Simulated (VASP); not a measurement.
# Ti (Pm-3m) in VASP: a series of runs

The runs below take Ti through single point, with LDA.

Everything below comes from runs of VASP 6.6.1. Logs are shortened: lines on timing, memory, paths and dates and some standing lists are left out, and cuts for length are marked.

### Step 1. The cell of the first run

Symmetry: Pm-3m, No. 221, cubic system. The conventional cell has a = 1.879 Å, b = 1.879 Å, c = 1.879 Å, α = 90.00°, β = 90.00°, γ = 90.00°. Ti (site symmetry m-3m) has 6 Ti at 1.88 Å within 2.5 Å.

### Step 2. Single point, LDA (volume scaled by 0.4)

Input file INCAR:

```
PREC = Accurate
ENCUT = 520
EDIFF = 1E-6
ISMEAR = -1
SIGMA = 0.05
LREAL = False
LASPH = True
NELM = 60
ALGO = Normal
ISIF = 2
LWAVE = False
LCHARG = False
NBANDS = 12
```

Input file KPOINTS:

```
Automatic mesh
0
Gamma
  15 15 15
```

Input file POSCAR:

```
Ti
1.0
    1.8789158486      0.0000000000      0.0000000000
    0.0000000000      1.8789158486      0.0000000000
    0.0000000000      0.0000000000      1.8789158486
Ti
1
Direct
    0.0000000000      0.0000000000      0.0000000000
```

Potentials or basis: VASP PAW LDA potentials, release 64 (Ti_sv).

Command:

```console
$ cat potpaw_LDA.64/Ti_sv/POTCAR > POTCAR
$ mpirun -np 1 vasp_std > vasp.out
```

OUTCAR:

```text
PREC = Accurate
   ENCUT = 520
   EDIFF = 1E-6
   ISMEAR = -1
   LREAL = False
   LASPH = True
   NELM = 60
   ISIF = 2

 ion  position               nearest neighbor table
   1  0.000  0.000  0.000-

  LATTYP: Found a simple cubic cell.
 ALAT       =     1.8789158486

  Lattice vectors:

 A1 = (   1.8789158486,   0.0000000000,   0.0000000000)
 A2 = (   0.0000000000,   1.8789158486,   0.0000000000)
 A3 = (   0.0000000000,   0.0000000000,   1.8789158486)

Analysis of symmetry for initial positions (statically):
=====================================================================
 Subroutine PRICEL returns:
 Original cell was already a primitive cell.

 Routine SETGRP: Setting up the symmetry group for a
 simple cubic supercell.

 Subroutine GETGRP returns: Found 48 space group operations
 (whereof 48 operations were pure point group operations)
 out of a pool of 48 trial point group operations.

The static configuration has the point symmetry O_h .

Analysis of symmetry for dynamics (positions and initial velocities):
=====================================================================
 Subroutine PRICEL returns:
 Original cell was already a primitive cell.

 Routine SETGRP: Setting up the symmetry group for a
 simple cubic supercell.

 Subroutine GETGRP returns: Found 48 space group operations
 (whereof 48 operations were pure point group operations)
 out of a pool of 48 trial point group operations.

The dynamic configuration has the point symmetry O_h .

 Subroutine INISYM returns: Found 48 space group operations
 (whereof 48 operations are pure point group operations),
 and found     1 'primitive' translations

----------------------------------------------------------------------------------------

                                     Primitive cell

  volume of cell :       6.6332

  direct lattice vectors                    reciprocal lattice vectors
     1.878915849  0.000000000  0.000000000     0.532221813  0.000000000  0.000000000
     0.000000000  1.878915849  0.000000000     0.000000000  0.532221813  0.000000000
     0.000000000  0.000000000  1.878915849     0.000000000  0.000000000  0.532221813

  length of vectors
     1.878915849  1.878915849  1.878915849     0.532221813  0.532221813  0.532221813

  position of ions in fractional coordinates (direct lattice)
     0.000000000  0.000000000  0.000000000

  ion indices of the primitive-cell ions
   primitive index   ion index
                 1           1

----------------------------------------------------------------------------------------

 KPOINTS: Automatic mesh

Automatic generation of k-mesh.
 Grid dimensions read from file:
 generate k-points for:   15   15   15

 Generating k-lattice:

  Cartesian coordinates                     Fractional coordinates (reciprocal lattice)
     0.035481454  0.000000000  0.000000000     0.066666667  0.000000000  0.000000000
     0.000000000  0.035481454  0.000000000     0.000000000  0.066666667  0.000000000
     0.000000000  0.000000000  0.035481454     0.000000000  0.000000000  0.066666667

  Length of vectors
     0.035481454  0.035481454  0.035481454

  Shift w.r.t. Gamma in fractional coordinates (k-lattice)
     0.000000000  0.000000000  0.000000000

 Subroutine IBZKPT returns following result:
 ===========================================

 Found    120 irreducible k-points:

 Following reciprocal coordinates:
            Coordinates               Weight
  0.000000  0.000000  0.000000      1.000000
  0.066667  0.000000  0.000000      6.000000
  0.133333  0.000000  0.000000      6.000000
  0.200000  0.000000  0.000000      6.000000
  0.266667  0.000000  0.000000      6.000000
  0.333333  0.000000  0.000000      6.000000
[... 16 lines left out ...]
  0.266667  0.200000  0.000000     24.000000
  0.333333  0.200000  0.000000     24.000000
 [... further k-points ...]
   k-points           NKPTS =    120   k-points in BZ     NKDIM =    120   number of bands    NBANDS=     12
   number of dos      NEDOS =    301   number of ions     NIONS =      1
   total plane-waves  NPLWV =   2744
   dimension x,y,z NGX =    14 NGY =   14 NGZ =   14
   dimension x,y,z NGXF=    28 NGYF=   28 NGZF=   28
   ions per type =               1
   NGX,Y,Z   is equivalent  to a cutoff of  12.39, 12.39, 12.39 a.u.
   NGXF,Y,Z  is equivalent  to a cutoff of  24.77, 24.77, 24.77 a.u.
 SYSTEM =  unknown system
   PREC   = accura    normal or accurate (medium, high low for compatibility)
   ISTART =      0    job   : 0-new  1-cont  2-samecut
   ICHARG =      2    charge: 1-file 2-atom 10-const
   ISPIN  =      1    spin polarized calculation?
   LNONCOLLINEAR =      F non collinear calculations
   LSORBIT =      F    spin-orbit coupling
   LASPH  =      T    aspherical Exc in radial PAW
   ENCUT  =  520.0 eV  38.22 Ry    6.18 a.u.   3.49  3.49  3.49*2*pi/ulx,y,z
   NELM   =     60;   NELMIN=  2; NELMDL= -5     # of ELM steps
   EDIFF  = 0.1E-05   stopping-criterion for ELM
   LREAL  =      F    real-space projection
   EDIFFG = 0.1E-04   stopping-criterion for IOM
   NSW    =      0    number of steps for IOM
   IBRION =     -1    ionic relax: 0-MD 1-quasi-New 2-CG
   NFREE  =      0    steps in history (QN), initial steepest desc. (CG)
   ISIF   =      2    stress and relaxation
   ISYM   =      2    0-nonsym 1-usesym 2-fastsym
   POTIM  = 0.5000    time-step for ionic-motion
   TEBEG  =    0.0;   TEEND  =   0.0 temperature during run
   PSTRESS=    0.0 pullay stress
   NELECT =      12.0000    total number of electrons
   NUPDOWN=      -1.0000    fix difference up-down
   EMIN   =  10.00;   EMAX   =-10.00  energy-range for DOS
   EFERMI =   0.00;   METHOD = LEGACY
   ISMEAR =    -1;   SIGMA  =   0.05  broadening in eV -4-tet -1-fermi 0-gaus
   EFERMI_NEDOS =   21; number of points for ismear=-14 and -15
   IALGO  =     38    algorithm
   IMIX   =      4    mixing-type and parameters
     AMIX     =   0.40;   BMIX     =  1.00
     AMIX_MAG =   1.60;   BMIX_MAG =  1.00
  volume/ion in A,a.u.               =       6.63        44.76
  Fermi-wavevector in a.u.,A,eV,Ry     =   1.994778  3.769584 54.139480  3.979140
  Thomas-Fermi vector in A             =   3.011627
   LORBIT       =      0    0 simple, 1 ext, 2 COOP (PROOUT), +10 PAW based schemes
   GGA     = CA    functional components
   LHFCALC =     F    Hartree Fock is set to
   AEXX    =    0.0000 exact exchange contribution
   IVDW    =     0    specifies the selected vdW correction
   LEPSILON=     F    determine dielectric tensor
   LRPA    =     F    only Hartree local field effects (RPA)
 non-spin polarized calculation
  energy-cutoff  :      520.00
  volume of cell :        6.63
 maximum number of plane-waves:       187
 NGX is ok and might be reduce to    14
   NGX =  7   NGY =  7   NGZ =  7

 number of electron      11.9999997 magnetization

 Free energy of the ion-electron system (eV)
  ---------------------------------------------------
  ext. energy  EPLUGINS =         0.00000000
  ---------------------------------------------------
  free energy    TOTEN  =        -0.58133387 eV

  energy without entropy =       -0.57587667  energy(sigma->0) =       -0.57860527

 E-fermi :  22.8842     XC(G=0): -17.2069

 val. band max:       22.8786337110   @ k =   0.4000   0.4000   0.2000
 cond. band min:      22.8974746919   @ k =   0.4000   0.3333   0.0667
 fundamental gap:      0.0188409810
 Fermi energy:        22.8841823095

 k-point     1 :       0.0000    0.0000    0.0000
  band No.  band energies     occupation
      1     -36.7435      2.00000
      2      -6.0795      2.00000
      3      -6.0795      2.00000
      4      -6.0795      2.00000
      5      16.8135      2.00000
      6      16.8135      2.00000
      7      18.9135      2.00000
      8      33.2037      0.00000
      9      33.2037      0.00000
     10      33.2037      0.00000
     11      54.8708      0.00000
     12      54.8708      0.00000

 k-point     2 :       0.0667    0.0000    0.0000
  band No.  band energies     occupation
      1     -36.6498      2.00000
      2      -6.6339      2.00000
      3      -6.0336      2.00000
      4      -6.0336      2.00000
      5      16.8987      2.00000
      6      17.3149      2.00000
      7      19.2582      2.00000
      8      32.8073      0.00000
      9      32.8073      0.00000
     10      33.2333      0.00000
     11      53.6183      0.00000
     12      55.3356      0.00000

 k-point     3 :       0.1333    0.0000    0.0000
  band No.  band energies     occupation
      1     -36.3762      2.00000
      2      -8.0846      2.00000
      3      -5.9023      2.00000
      4      -5.9023      2.00000
      5      17.1450      2.00000
      6      18.3067      2.00000
      7      20.5622      2.00000
      8      31.7598      0.00000
      9      31.7598      0.00000
     10      33.3175      0.00000
     11      51.0476      0.00000
     12      56.5890      0.00000
[... 286 lines left out ...]
 k-point    23 :       0.2667    0.2000    0.0000
  band No.  band energies     occupation
      1     -34.6300      2.00000
      2     -11.4234      2.00000
      3      -9.1470      2.00000
      4      -5.1152      2.00000
      5      19.7220      2.00000
      6      21.1694      2.00000
      7      24.8331      0.00000
      8      29.3193      0.00000
      9      29.9588      0.00000
     10      31.0654      0.00000
     11      46.9995      0.00000
     12      51.9929      0.00000

 k-point    24 :       0.3333    0.2000    0.0000
  band No.  band energies     occupation
      1     -34.0669      2.00000
      2     -13.1747      2.00000
      3      -8.8126      2.00000
      4      -4.8915      2.00000
      5      19.9344      2.00000
      6      20.5136      2.00000
      7      25.9500      0.00000
      8      28.1370      0.00000
      9      31.2638      0.00000
     10      31.6590      0.00000
     11      45.3095      0.00000
     12      51.5099      0.00000

 [... further k-points ...]
[... 5 lines left out ...]
  --------------------------------------------------------------------------------------
  -------------------------------------------------------------------------------------
  Total       21.9721356     21.9721356     21.9721356      0.0000000      0.0000000      0.0000000
  in kB     5307.1439166   5307.1439166   5307.1439166      0.0000000      0.0000000      0.0000000
  external PRESSURE =    5307.1439166 kB  Pullay stress =       0.0000000 kB

 VOLUME and BASIS-vectors are now :
 -----------------------------------------------------------------------------
  energy-cutoff  :      520.00
  volume of cell :        6.63
      direct lattice vectors                 reciprocal lattice vectors
     1.878915849  0.000000000  0.000000000     0.532221813  0.000000000  0.000000000
     0.000000000  1.878915849  0.000000000     0.000000000  0.532221813  0.000000000
     0.000000000  0.000000000  1.878915849     0.000000000  0.000000000  0.532221813

 POSITION                                       TOTAL-FORCE (eV/Angst)
 -----------------------------------------------------------------------------------
      0.00000      0.00000      0.00000         0.000000      0.000000      0.000000
 -----------------------------------------------------------------------------------
    total drift:                               -0.000000     -0.000000     -0.000000

  FREE ENERGIE OF THE ION-ELECTRON SYSTEM (eV)
  ---------------------------------------------------
  free  energy   TOTEN  =        -0.5813338676 eV

  energy  without entropy=       -0.5758766748  energy(sigma->0) =       -0.57860527
```

Wall time 4.4 s (1 thread of Intel Xeon 6975P-C, shared host); peak memory 0.11 GiB.

What came out:

```
Free energy            : -0.5813 eV
Pressure               : 530.7 GPa
Band gap on the k mesh : zero (band 6 reaches 24.73 eV, above the bottom of band 7 at 16.19 eV)
```

Levels at points of the mesh, in eV from the Fermi level:
| k point | band 3 | band 4 | band 5 | band 6 | band 7 | band 8 | band 9 | band 10 |
| --- | --- | --- | --- | --- | --- | --- | --- | --- |
| (0.00, 0.00, 0.00) | -28.96 | -28.96 | -6.07 | -6.07 | -3.97 | 10.32 | 10.32 | 10.32 |

### Step 3. Single point, LDA (volume scaled by 0.45)

Input file INCAR:

```
SYSTEM = Ti
ALGO = Normal
EDIFF = 1E-6
ENCUT = 520
GGA = CA
ISIF = 2
ISMEAR = -1
LASPH = .True.
LCHARG = .True.
LELF = .True.
LREAL = .False.
LVHAR = .True.
LWAVE = .False.
NBANDS = 12
NELM = 80
PREC = Accurate
SIGMA = 0.05
```

Input file KPOINTS:

```
k-points
0
Gamma
  15 15 15
  0 0 0
```

Input file POSCAR:

```
Ti
1.0
    1.9541512307      0.0000000000      0.0000000000
    0.0000000000      1.9541512307      0.0000000000
    0.0000000000      0.0000000000      1.9541512307
Ti
1
Direct
    0.0000000000      0.0000000000      0.0000000000
```

Potentials or basis: VASP PAW LDA potentials, release 64 (Ti_sv).

Command:

```console
$ cat potpaw_LDA.64/Ti_sv/POTCAR > POTCAR
$ mpirun -np 1 vasp_std > vasp.out
```

Wall time 5.1 s (1 thread of Intel Xeon 6975P-C, shared host); peak memory 0.12 GiB.

It converged, with:

```yaml
Free_energy: -2.8195 eV
Pressure: 349.6 GPa
Band_gap_on_the_k_mesh: zero (band 6 reaches 22.25 eV, above the bottom of band 7 at 14.80 eV)
```

Levels at points of the mesh, in eV from the Fermi level:
```
           k point  band 3  band 4  band 5  band 6  band 7  band 8  band 9  band 10
(0.00, 0.00, 0.00)  -29.38  -29.38   -5.17   -5.17   -4.85    9.34    9.34     9.34
```

### Step 4. Single point, LDA (volume scaled by 0.45)

Input file INCAR:

```
PREC     = Accurate       # precision mode
ENCUT    = 520            # plane-wave cutoff, eV
EDIFF    = 1E-7           # SCF threshold, eV
ISMEAR   = -1             # smearing method
SIGMA    = 0.05           # smearing width, eV
LREAL    = False          # projectors in reciprocal space
LASPH    = True           # aspherical terms in the spheres
NELM     = 60             # most SCF steps
ALGO     = Normal         # electronic algorithm
ISIF     = 2              # what is computed and relaxed
LWAVE    = False          # write WAVECAR
LCHARG   = False          # write CHGCAR
GGA      = CA             # functional
NBANDS   = 12             # bands
```

Input file KPOINTS:

```
Automatic mesh
0
Gamma
  15 15 15
```

POSCAR is that of step 3.

Command:

```console
$ cat potpaw_LDA.64/Ti_sv/POTCAR > POTCAR
$ mpirun -np 1 vasp_std > vasp.out
```

Run time: 4.8 s. Hardware: 1 thread of Intel Xeon 6975P-C, shared host; peak memory 0.12 GiB.

The run converged. Its results:

```
Free energy            : -2.8195 eV
Pressure               : 349.3 GPa
Band gap on the k mesh : zero (band 6 reaches 22.25 eV, above the bottom of band 7 at 14.80 eV)
```

Levels at points of the mesh, in eV from the Fermi level:
```tsv
k point	band 4	band 5	band 6	band 7	band 8	band 9
(0.00, 0.00, 0.00)	-29.38	-5.17	-5.17	-4.85	9.34	9.34
```
